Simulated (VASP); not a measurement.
Wanted: the native input for a VASP 6.6.1 run.

```
Task                   : single point
Functional             : PBE
Potentials or basis    : VASP PAW PBE potentials, release 64 (Ti_sv, Al)
Cutoff                 : 520 eV
k mesh                 : 10 × 10 × 10
Occupations            : fermi-dirac, width 0.15 eV
Spin                   : no spin polarisation
Dipole correction      : no
Further INCAR settings : ALGO = Normal; EDIFF = 1e-07; NBANDS = 18
```

The structure of TiAl3 lies in POSCAR:

```
TiAl3
1.0
    3.9823283179      0.0000000000      0.0000000000
    0.0000000000      3.9823283179      0.0000000000
    0.0000000000      0.0000000000      3.9823283179
Ti Al
1 3
Direct
    0.0000000000      0.0000000000      0.0000000000
    0.5000000000      0.5000000000      0.0000000000
    0.5000000000      0.0000000000      0.5000000000
    0.0000000000      0.5000000000      0.5000000000
```

These files were run (other wordings do the same):

INCAR

```
SYSTEM = TiAl3
PREC = Accurate ; ENCUT = 520
EDIFF = 1E-7 ; ISMEAR = -1
SIGMA = 0.15 ; LREAL = .FALSE.
LASPH = .TRUE. ; NELM = 60
ALGO = Normal ; ISIF = 2
LWAVE = .FALSE. ; LCHARG = .FALSE.
GGA = PE ; NBANDS = 18
```

KPOINTS

```
Automatic mesh
0
G
  10 10 10
  0 0 0
```

Potentials or basis: VASP PAW PBE potentials, release 64 (Ti_sv, Al).

The run is started by

```bash
$ cat potpaw_PBE.64/Ti_sv/POTCAR potpaw_PBE.64/Al/POTCAR > POTCAR
$ mpirun -np 1 vasp_std > vasp.out
```

It gave:

```json
{
 "Pressure": "0.0 GPa",
 "Band gap on the k mesh": "zero (an odd number of electrons rules out a gap without spin polarisation)"
}
```

It took 34 s on 1 thread of AMD EPYC 9R45 96-Core Processor (Zen 5) (shared host), peak memory 0.18 GiB.
